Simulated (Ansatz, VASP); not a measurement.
GaAs in VASP and in Ansatz

```
Ga As
1.0
     0.00000    2.95641    2.95641
     2.95641    0.00000    2.95641
     2.95641    2.95641    0.00000
Ga As
1 1
Direct
  0.00000 0.00000 0.00000
  0.25000 0.25000 0.25000
```

Alike in both runs: task single point; functional PBE; k mesh 12 × 12 × 12; occupations gaussian, width 0.02 eV; no spin polarisation.

```csv
,VASP,Ansatz
version,VASP 6.6.1,Ansatz 0.2.0
potentials or method,"VASP PAW PBE potentials, release 64 (Ga_d, As), cutoff 500 eV","scalar-relativistic, plane waves, PAW"
valence electrons in the cell,18,28
```

```tsv
	VASP	Ansatz	Ansatz less VASP
gap on the k mesh at the Fermi level (eV)	none	none	-
pressure (GPa)	-4.1	-4.2	-0.10
```

A gap of «none» marks a metal or a gap that the smearing closes. The functional is the same, so the differences come from potentials, cutoffs and numerics. VASP's potentials hold 18 valence electrons a cell and Ansatz's 28, so a difference there can come from the potentials and not from the codes.
